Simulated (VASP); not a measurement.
The system is HfH5.

```
CELL_PARAMETERS angstrom
4.43614 0.00000 0.00000
-2.21807 3.84181 0.00000
0.00000 0.00000 3.54151
ATOMIC_POSITIONS crystal
Hf 0.00000 0.00000 0.00000
H 0.00000 0.50000 0.50000
H 0.33333 0.66667 0.00000
H 0.66667 0.33333 0.00000
H 0.50000 0.00000 0.50000
H 0.50000 0.50000 0.50000
```

The cell was built from a structure type or drawn by symmetry, and may not be a known phase.

| Item | Value |
| --- | --- |
| Program | VASP 6.6.1 |
| Task | relaxation of cell and atoms |
| Functional | PBE |
| Potentials or basis | VASP PAW PBE potentials, release 64 (Hf_pv, H) |
| Cutoff | 600 eV |
| k mesh | 6 × 6 × 6 |
| Occupations | gaussian, width 0.1 eV |
| Spin | no spin polarisation |

At the start: pressure -28.6 GPa; volume 10.06 Å³/atom.

Problem. How do energy, volume and symmetry change on relaxing?

Solution. Over 9 steps the energy falls by 657.9 meV/atom and the volume is 5.65 Å³/atom (-43.9 %); space group P6/mmm (No. 191, to 0.1 Å) before and after.

Step by step:
```csv
step,energy change (eV),largest force (eV/Å),pressure (GPa),volume (Å³)
1,0.0000,0.0000,-28.60,60.36
2,-2.5798,0.0000,-25.67,45.98
3,-3.7588,0.0000,-11.73,36.96
4,-0.8304,0.0000,122.49,22.59
5,-3.8894,0.0000,-4.34,34.66
6,-3.9095,0.0000,0.97,33.38
7,-3.9074,0.0000,-0.96,33.82
8,-3.9309,0.0000,-0.81,33.85
9,-3.9474,0.0000,-0.49,33.88
```

Final structure:
```
Hf H
1.0
     3.52960    0.00000    0.00000
    -1.76480    3.05673    0.00000
     0.00000    0.00000    3.13994
Hf H
1 5
Direct
  0.00000 0.00000 0.00000
  0.00000 0.50000 0.50000
  0.33333 0.66667 0.00000
  0.66667 0.33333 0.00000
  0.50000 0.00000 0.50000
  0.50000 0.50000 0.50000
```

Caveat: the volume moved by over 15 % at a fixed basis, so the end points are rough.
